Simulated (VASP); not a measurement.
Wanted: the native input for a VASP 6.6.1 run.

```yaml
Task: single point
Functional: PBE
Potentials_or_basis: VASP PAW PBE potentials, release 64 (C)
Cutoff: 520 eV
k_mesh: 12 × 12 × 12
Occupations: gaussian, width 0.05 eV
Spin: no spin polarisation
Dipole_correction: no
Further_INCAR_settings: ALGO = Normal; EDIFF = 1e-06; NBANDS = 11
```

The structure of C lies in POSCAR:

```
C
1.0
    0.0000000000      1.7834000000      1.7834000000
    1.7834000000      0.0000000000      1.7834000000
    1.7834000000      1.7834000000      0.0000000000
C
2
Direct
    0.5280363351      0.5280363351      0.3926649343
    0.7500000000      0.7500000000      0.7500000000
```

This cell differs from its parent crystal: atom 1 (C) moved by (-0.200, +0.100) A along [1 1 0] and z.

One way to write it, as run:

INCAR

```
SYSTEM = C
PREC = Accurate
ENCUT = 520
EDIFF = 1E-6
ISMEAR = 0
SIGMA = 0.05
LREAL = .FALSE.
LASPH = .TRUE.
NELM = 60
ALGO = Normal
ISIF = 2
LWAVE = .FALSE.
LCHARG = .FALSE.
GGA = PE
NBANDS = 11
```

KPOINTS

```
regular mesh
0
G
  12 12 12
  0 0 0
```

Potentials or basis: VASP PAW PBE potentials, release 64 (C).

Run with:

```console
$ cat potpaw_PBE.64/C/POTCAR > POTCAR
$ mpirun -np 1 vasp_std > vasp.out
```

Results of the run:

| Property | Result |
| --- | --- |
| Pressure | 26.4 GPa |
| Largest force | 11.539 eV/Å |
| Band gap on the k mesh | 0.34 eV, indirect (least direct gap 0.65 eV) |

Caveat: the cell differs from its parent crystal (atom 1 (C) moved by (-0.200, +0.100) A along [1 1 0] and z); forces of over 1 eV/Å act on the atoms, so gaps and moduli don't describe the material at rest.

It used 34 s of CPU time on 1 thread of Intel Xeon 6975P-C, with other jobs on the host.
